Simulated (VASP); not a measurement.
A run of VASP 6.6.1:

File INCAR:

```
ALGO = Normal ; EDIFF = 1E-6
EDIFFG = -0.002 ; ENCUT = 600
IBRION = 2 ; ISIF = 3
ISMEAR = 0 ; LASPH = T
LCHARG = F ; LREAL = F
LWAVE = F ; NELM = 60
NSW = 100 ; PREC = Accurate
PSTRESS = 70.0 ; SIGMA = 0.01
```

Contents of KPOINTS:

```
k-points
0
Gamma
  8 8 8
```

POSCAR

```
ZnS
1.0
    0.0000000000      2.6484702549      2.6484702549
    2.6484702549      0.0000000000      2.6484702549
    2.6484702549      2.6484702549      0.0000000000
Zn S
1 1
Direct
    0.7500000000      0.7500000000      0.7500000000
    0.0000000000      0.0000000000      0.0000000000
```

Potentials or basis: VASP PAW LDA potentials, release 64 (Zn, S).

Launch:

```sh
$ cat potpaw_LDA.64/Zn/POTCAR potpaw_LDA.64/S/POTCAR > POTCAR
$ mpirun -np 1 vasp_std > vasp.out
```

Hardware: 1 thread of AMD EPYC 7R13, on a shared host.

Task: Estimate the wall time of this run.

Result: Wall time 120 s on 1 thread of AMD EPYC 7R13 (shared host), peak memory 0.13 GiB. Counts: scf iterations 43, k points 29, ion steps 5.
